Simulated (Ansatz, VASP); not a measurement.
## Two plane-wave programs on Hf3Si2F

```
CELL_PARAMETERS angstrom
4.55148 0.00000 0.00000
-2.27574 3.94170 0.00000
0.00000 0.00000 5.77922
ATOMIC_POSITIONS crystal
Hf 0.00000 0.00000 0.50000
Hf 0.33333 0.66667 0.00000
Hf 0.33333 0.66667 0.50000
Si 0.66667 0.33333 0.28108
Si 0.66667 0.33333 0.71892
F 0.00000 0.00000 0.00000
```

Change from the starting cell: species swapped into the La2Al3Ge type (P-6m2, No. 187).

Alike in both runs: functional PBE; k mesh 6 × 6 × 4; occupations gaussian, width 0.1 eV; no spin polarisation.

Ansatz relaxed the structure, and its values are those at the end. VASP's run is a single point on that final structure, the one shown.

|  | VASP | Ansatz |
| --- | --- | --- |
| version | VASP 6.6.1 | Ansatz 0.2.0 |
| potentials or method | VASP PAW PBE potentials, release 64 (Hf_pv, Si, F), cutoff 520 eV | scalar-relativistic, plane waves, PAW |
| valence electrons in the cell | 45 | 93 |

|  | VASP | Ansatz | Ansatz less VASP |
| --- | --- | --- | --- |
| gap on the k mesh at the Fermi level (eV) | none | none | - |
| pressure (GPa) | -0.6 | 0.0 | +0.56 |
| rms of the force components (eV/Å) | 0.005 | 0.009 | +0.0036 |

A gap of «none» marks a metal or a gap that the smearing closes. The functional is the same, so the differences come from potentials, cutoffs and numerics. VASP's potentials hold 45 valence electrons a cell and Ansatz's 93, so a difference there can come from the potentials and not from the codes.

Neither program's run includes spin-orbit coupling.
